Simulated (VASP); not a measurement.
# Nb (I4/mmm) in VASP: a series of runs

Nb is run at these levels: PBEsol; tasks: single point.

Everything below comes from runs of VASP 6.6.1. Logs are shortened: lines on timing, memory, paths and dates and some standing lists are left out, and cuts for length are marked.

## 1. The cell of the first run

It takes space group I4/mmm (No. 139, tetragonal). Conventional cell: a = 3.032 Å, b = 3.032 Å, c = 4.116 Å, α = 90.00°, β = 90.00°, γ = 90.00°. Within 3.9 Å of Nb (site symmetry 4/mmm) lie 12 Nb at 2.97 to 3.03 Å.

## 2. Single point, PBEsol

Contents of INCAR:

```
SYSTEM = Nb
ALGO = Fast ; EDIFF = 1E-6
ENCUT = 520 ; GGA = PS
ISIF = 2 ; ISMEAR = 0
LASPH = .True. ; LCHARG = .True.
LELF = .True. ; LREAL = .False.
LVHAR = .True. ; LWAVE = .False.
NBANDS = 12 ; NELM = 100
PREC = Accurate ; SIGMA = 0.15
```

Contents of KPOINTS:

```
k-points
0
Gamma
  22 22 22
  0 0 0
```

Contents of POSCAR:

```
Nb
1.0
    0.0000000000      2.1439762034      2.0582171553
    2.1439762034      0.0000000000      2.0582171553
    2.1439762034      2.1439762034      0.0000000000
Nb
1
Direct
    0.0000000000      0.0000000000      0.0000000000
```

Potentials or basis: VASP PAW PBE potentials, release 64 (Nb_sv).

The run is started by

```console
$ cat potpaw_PBE.64/Nb_sv/POTCAR > POTCAR
$ mpirun -np 1 vasp_std > vasp.out
```

OUTCAR:

```text
SYSTEM = Nb
   EDIFF = 1E-6
   ENCUT = 520
   GGA = PS
   ISIF = 2
   ISMEAR = 0
   LASPH = .True.
   LREAL = .False.
   NELM = 100
   PREC = Accurate

 ion  position               nearest neighbor table
   1  0.000  0.000  0.000-

  LATTYP: Found a body centered tetragonal cell.
 ALAT       =     3.0320402243
 C/A-ratio  =     1.3576450199

  Lattice vectors:

 A1 = (   0.0000000000,  -2.1439762034,  -2.0582171553)
 A2 = (   0.0000000000,   2.1439762034,  -2.0582171553)
 A3 = (   2.1439762034,   0.0000000000,   2.0582171553)

Analysis of symmetry for initial positions (statically):
=====================================================================
 Subroutine PRICEL returns:
 Original cell was already a primitive cell.

 Routine SETGRP: Setting up the symmetry group for a
 body centered tetragonal supercell.

 Subroutine GETGRP returns: Found 16 space group operations
 (whereof 16 operations were pure point group operations)
 out of a pool of 16 trial point group operations.

The static configuration has the point symmetry D_4h.

Analysis of symmetry for dynamics (positions and initial velocities):
=====================================================================
 Subroutine PRICEL returns:
 Original cell was already a primitive cell.

 Routine SETGRP: Setting up the symmetry group for a
 body centered tetragonal supercell.

 Subroutine GETGRP returns: Found 16 space group operations
 (whereof 16 operations were pure point group operations)
 out of a pool of 16 trial point group operations.

The dynamic configuration has the point symmetry D_4h.

 Subroutine INISYM returns: Found 16 space group operations
 (whereof 16 operations are pure point group operations),
 and found     1 'primitive' translations

----------------------------------------------------------------------------------------

                                     Primitive cell

  volume of cell :      18.9217

  direct lattice vectors                    reciprocal lattice vectors
     0.000000000  2.143976203  2.058217155    -0.233211544  0.233211544  0.242928691
     2.143976203  0.000000000  2.058217155     0.233211544 -0.233211544  0.242928691
     2.143976203  2.143976203  0.000000000     0.233211544  0.233211544 -0.242928691

  length of vectors
     2.972018139  2.972018139  3.032040224     0.409621285  0.409621285  0.409621285

  position of ions in fractional coordinates (direct lattice)
     0.000000000  0.000000000  0.000000000

[... 78 lines left out ...]
   NSW    =      0    number of steps for IOM
   IBRION =     -1    ionic relax: 0-MD 1-quasi-New 2-CG
   NFREE  =      0    steps in history (QN), initial steepest desc. (CG)
   ISIF   =      2    stress and relaxation
   ISYM   =      2    0-nonsym 1-usesym 2-fastsym
   POTIM  = 0.5000    time-step for ionic-motion
   TEBEG  =    0.0;   TEEND  =   0.0 temperature during run
   PSTRESS=    0.0 pullay stress
   NELECT =      13.0000    total number of electrons
   NUPDOWN=      -1.0000    fix difference up-down
   EMIN   =  10.00;   EMAX   =-10.00  energy-range for DOS
   EFERMI =   0.00;   METHOD = LEGACY
   ISMEAR =     0;   SIGMA  =   0.15  broadening in eV -4-tet -1-fermi 0-gaus
   EFERMI_NEDOS =   21; number of points for ismear=-14 and -15
   IALGO  =     68    algorithm
   IMIX   =      4    mixing-type and parameters
     AMIX     =   0.40;   BMIX     =  1.00
     AMIX_MAG =   1.60;   BMIX_MAG =  1.00
  volume/ion in A,a.u.               =      18.92       127.69
  Fermi-wavevector in a.u.,A,eV,Ry     =   1.444560  2.729823 28.392005  2.086754
  Thomas-Fermi vector in A             =   2.562841
   LORBIT       =      0    0 simple, 1 ext, 2 COOP (PROOUT), +10 PAW based schemes
   GGA     = PS    functional components
   LHFCALC =     F    Hartree Fock is set to
   AEXX    =    0.0000 exact exchange contribution
   IVDW    =     0    specifies the selected vdW correction
   LEPSILON=     F    determine dielectric tensor
   LRPA    =     F    only Hartree local field effects (RPA)
 non-spin polarized calculation
 RMM-DIIS sequential band-by-band and
 Gauss-broadening in eV      SIGMA  =   0.15
  energy-cutoff  :      520.00
  volume of cell :       18.92
 maximum number of plane-waves:       531
 NGX is ok and might be reduce to    24
   NGX = 11   NGY = 11   NGZ = 11

 number of electron      13.0000000 magnetization

 Free energy of the ion-electron system (eV)
  ---------------------------------------------------
  ext. energy  EPLUGINS =         0.00000000
  ---------------------------------------------------
  free energy    TOTEN  =       -10.61287774 eV

  energy without entropy =      -10.59635893  energy(sigma->0) =      -10.60461833

 E-fermi :  10.7058     XC(G=0): -12.3779

 val. band max:       10.7046787710   @ k =  -0.3636   0.2273   0.0455
 cond. band min:      10.7062229269   @ k =  -0.2727   0.0000   0.0909
 fundamental gap:      0.0015441559
 Fermi energy:        10.7058216703

 k-point     1 :       0.0000    0.0000    0.0000
  band No.  band energies     occupation
      1     -43.9817      2.00000
      2     -19.4040      2.00000
      3     -19.4021      2.00000
      4     -19.4021      2.00000
      5       4.4890      2.00000
      6      10.6872      1.13933
      7      10.6872      1.13933
      8      11.1473      0.00003
      9      13.0779      0.00000
     10      13.6763      0.00000
     11      22.5666      0.00000
     12      26.8501      0.00000
[... 331 lines left out ...]
 k-point    24 :      -0.4545    0.0455    0.0000
  band No.  band energies     occupation
      1     -43.7926      2.00000
      2     -20.5538      2.00000
      3     -19.5863      2.00000
      4     -19.5424      2.00000
      5       6.9714      2.00000
      6      10.4570      1.98100
      7      10.7756      0.51073
      8      11.8992      0.00000
      9      15.3420      0.00000
     10      15.4012      0.00000
     11      21.0729      0.00000
     12      22.5287      0.00000

 [... further k-points ...]
[... 5 lines left out ...]
  --------------------------------------------------------------------------------------
  -------------------------------------------------------------------------------------
  Total       -0.4815850     -0.4815850     -1.6931895      0.0000000      0.0000000     -0.0000000
  in kB      -40.7776744    -40.7776744   -143.3689275      0.0000000      0.0000000     -0.0000000
  external PRESSURE =     -74.9747588 kB  Pullay stress =       0.0000000 kB

 VOLUME and BASIS-vectors are now :
 -----------------------------------------------------------------------------
  energy-cutoff  :      520.00
  volume of cell :       18.92
      direct lattice vectors                 reciprocal lattice vectors
     0.000000000  2.143976203  2.058217155    -0.233211544  0.233211544  0.242928691
     2.143976203  0.000000000  2.058217155     0.233211544 -0.233211544  0.242928691
     2.143976203  2.143976203  0.000000000     0.233211544  0.233211544 -0.242928691

 POSITION                                       TOTAL-FORCE (eV/Angst)
 -----------------------------------------------------------------------------------
      0.00000      0.00000      0.00000         0.000000      0.000000      0.000000
 -----------------------------------------------------------------------------------
    total drift:                                0.000000      0.000000      0.000000

  FREE ENERGIE OF THE ION-ELECTRON SYSTEM (eV)
  ---------------------------------------------------
  free  energy   TOTEN  =       -10.6128777353 eV

  energy  without entropy=      -10.5963589270  energy(sigma->0) =      -10.60461833
```

OSZICAR:

```text
N       E                     dE             d eps       ncg     rms          rms(c)
DAV:   1     0.115508048125E+03    0.11551E+03   -0.72807E+03 20096   0.108E+03
DAV:   2    -0.634244447449E+01   -0.12185E+03   -0.11759E+03 21552   0.386E+02
DAV:   3    -0.108535889126E+02   -0.45111E+01   -0.43156E+01 28688   0.651E+01
[... 12 lines left out ...]
RMM:  16    -0.106128698460E+02   -0.70605E-05   -0.79905E-05 27661   0.434E-02    0.110E-02
RMM:  17    -0.106128734306E+02   -0.35846E-05   -0.30760E-05 23779   0.267E-02    0.543E-03
RMM:  18    -0.106128758628E+02   -0.24322E-05   -0.23074E-05 20930   0.191E-02    0.610E-03
RMM:  19    -0.106128769725E+02   -0.11098E-05   -0.10324E-05 19731   0.140E-02    0.812E-03
RMM:  20    -0.106128777353E+02   -0.76277E-06   -0.76071E-06 18478   0.108E-02
   1 F= -.10612878E+02 E0= -.10604618E+02  d E =-.165188E-01
```

It took 5.2 min on 1 thread of Intel Xeon 8259CL, shared host; peak memory 0.3 GiB.

Results:

```yaml
Free_energy: -10.6129 eV
Pressure: -7.5 GPa
Band_gap_on_the_k_mesh: zero (an odd number of electrons rules out a gap without spin polarisation)
```

Stress tensor (GPa, compression positive):
```
 -4.08   0.00   0.00
  0.00  -4.08   0.00
  0.00   0.00 -14.34
```

Caveat: the cell stands under tension; the PAW data sets were made with another functional, which shifts forces and pressure a little.

## 3. Single point, PBEsol

Contents of INCAR:

```
PREC = Accurate ; ENCUT = 520
EDIFF = 1E-6 ; ISMEAR = 0
SIGMA = 0.15 ; LREAL = False
LASPH = True ; NELM = 60
ALGO = Fast ; ISIF = 2
LWAVE = False ; LCHARG = True
GGA = PS ; LELF = True
LVHAR = True ; NBANDS = 12
```

Contents of KPOINTS:

```
Automatic mesh
0
Gamma
  22 22 22
```

Contents of POSCAR:

```
Nb
1.0
    0.0000000000      2.0808811305      2.1849251870
    2.0808811305      0.0000000000      2.1849251870
    2.0808811305      2.0808811305      0.0000000000
Nb
1
Direct
    0.0000000000      0.0000000000      0.0000000000
```

Potentials or basis: VASP PAW PBE potentials, release 64 (Nb_sv).

The run is started by

```console
$ cat potpaw_PBE.64/Nb_sv/POTCAR > POTCAR
$ mpirun -np 1 vasp_std > vasp.out
```

Run time: 4.3 min. Hardware: 1 thread of Intel Xeon 8259CL, shared host; peak memory 0.3 GiB.

The run converged. Its results:

```yaml
Free_energy: -10.6176 eV
Pressure: -7.6 GPa
Band_gap_on_the_k_mesh: zero (an odd number of electrons rules out a gap without spin polarisation)
```

Stress tensor (GPa, compression positive):
```
-11.00   0.00   0.00
  0.00 -11.00   0.00
  0.00   0.00  -0.70
```

Levels at points of the mesh, in eV from the Fermi level:
```
           k point  band 2  band 3  band 4  band 5  band 6  band 7  band 8  band 9  band 10  band 11
(0.00, 0.00, 0.00)  -30.12  -30.10  -30.10   -6.21   -0.24    0.33    0.33    2.28     3.07    11.87
(0.50, 0.00, 0.00)  -31.28  -30.30  -30.21   -3.80   -0.35    0.25    1.36    4.49     4.80    10.37
(0.50, 0.50, 0.00)  -31.19  -30.45  -30.45   -3.99   -3.20    2.98    4.67    5.19     5.19    11.62
(0.50, 0.00, 0.50)  -31.20  -30.61  -30.50   -4.01   -3.28    3.83    4.57    4.91     5.52    10.64
```

Caveat: the cell stands under tension; the PAW data sets were made with another functional, which shifts forces and pressure a little.
